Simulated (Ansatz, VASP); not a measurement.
**Two plane-wave programs on Ga**

```xyz
1
Lattice="-1.7406 1.7406 1.7406 1.7406 -1.7406 1.7406 1.7406 1.7406 -1.7406" Properties=species:S:1:pos:R:3 pbc="T T T"
Ga    0.0000    0.0000    0.0000
```

Alike in both runs: task single point; functional PBEsol; k mesh 8 × 8 × 8; occupations gaussian, width 0.1 eV; no spin polarisation.

|  | VASP | Ansatz |
| --- | --- | --- |
| version | VASP 6.6.1 | Ansatz 0.2.0 |
| potentials or method | VASP PAW PBE potentials, release 64 (Ga_d), cutoff 500 eV | scalar-relativistic, plane waves, PAW |
| valence electrons in the cell | 13 | 13 |

Ansatz gave:

- gap on the k mesh at the Fermi level (eV): none
- pressure (GPa): -6.1

Question: Which values does VASP return?

Answer: gap on the k mesh at the Fermi level (eV): none; pressure (GPa): -6.0.

VASP's potentials were made for PBE, not for PBEsol. A gap of «none» marks a metal or a gap that the smearing closes. With one functional, cell and mesh, what is left measures potentials, basis and numerics.
